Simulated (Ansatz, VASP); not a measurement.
## One calculation of Zr3S, two programs

```xyz
8
Lattice="5.8730 0.0000 0.0000 -2.9365 5.0861 0.0000 0.0000 0.0000 5.6461" Properties=species:S:1:pos:R:3 pbc="T T T"
Zr    1.8680    0.0000    0.0000
Zr    0.9340    1.6178    2.8230
Zr   -0.9340    1.6178    0.0000
Zr    4.0049    0.0000    2.8230
Zr    2.0025    3.4684    0.0000
Zr   -2.0025    3.4684    2.8230
S     0.0000    3.3908    1.4115
S     2.9365    1.6954    4.2346
```

Alike in both runs: task relaxation of cell and atoms; functional PBEsol; k mesh 6 × 6 × 6; occupations gaussian, width 0.1 eV; no spin polarisation.

|  | VASP | Ansatz |
| --- | --- | --- |
| version | VASP 6.6.1 | Ansatz 0.2.0 |
| potentials or method | VASP PAW PBE potentials, release 64 (Zr_sv, S), cutoff 600 eV | scalar-relativistic, plane waves, PAW |
| valence electrons in the cell | 84 | 84 |

Ansatz gave:

* gap on the k mesh at the Fermi level, each at its own relaxed structure (eV): none
* relaxed volume (Å³/atom): 21.07
* relaxed cell length with the largest relative difference (Å): 5.841

Problem. Estimate VASP's values.

Solution. gap on the k mesh at the Fermi level, each at its own relaxed structure (eV): none; relaxed volume (Å³/atom): 21.09; relaxed cell length with the largest relative difference (Å): 5.844.

VASP's potentials were made for PBE, not for PBEsol. A gap of «none» marks a metal or a gap that the smearing closes.
